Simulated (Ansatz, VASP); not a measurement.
**Ge: VASP beside Ansatz**

```
Ge
1.0
    -4.05849    0.00000    0.00000
     0.00000    0.00000   -6.69306
     0.00000   -7.02950    0.00000
Ge
8
Direct
  0.01939 0.93721 0.33333
  0.51939 0.93721 0.83333
  0.48061 0.43721 0.16667
  0.98061 0.43721 0.66667
  0.98061 0.56279 0.33333
  0.48061 0.56279 0.83333
  0.51939 0.06279 0.16667
  0.01939 0.06279 0.66667
```

Change from the starting cell: mode 4 frozen in at -0.079 Å and mode 5 at +0.000 Å (largest displacements).

Alike in both runs: task single point; functional PBE; k mesh 10 × 6 × 6; occupations gaussian, width 0.15 eV; no spin polarisation.

|  | VASP | Ansatz |
| --- | --- | --- |
| version | VASP 6.6.1 | Ansatz 0.2.0 |
| potentials or method | VASP PAW PBE potentials, release 64 (Ge_d), cutoff 520 eV | scalar-relativistic, plane waves, PAW |
| valence electrons in the cell | 112 | 112 |

|  | VASP | Ansatz | Ansatz less VASP |
| --- | --- | --- | --- |
| gap on the k mesh at the Fermi level (eV) | none | none | - |
| pressure (GPa) | -0.1 | 0.0 | +0.09 |
| traceless stress, the component that is largest in VASP (GPa) | -0.12 | -0.12 | -0.001 |
| rms of the force components (eV/Å) | 0.038 | 0.038 | -0.0001 |

Atom by atom the forces differ by 0.000 eV/Å (rms over components). A gap of «none» marks a metal or a gap that the smearing closes.
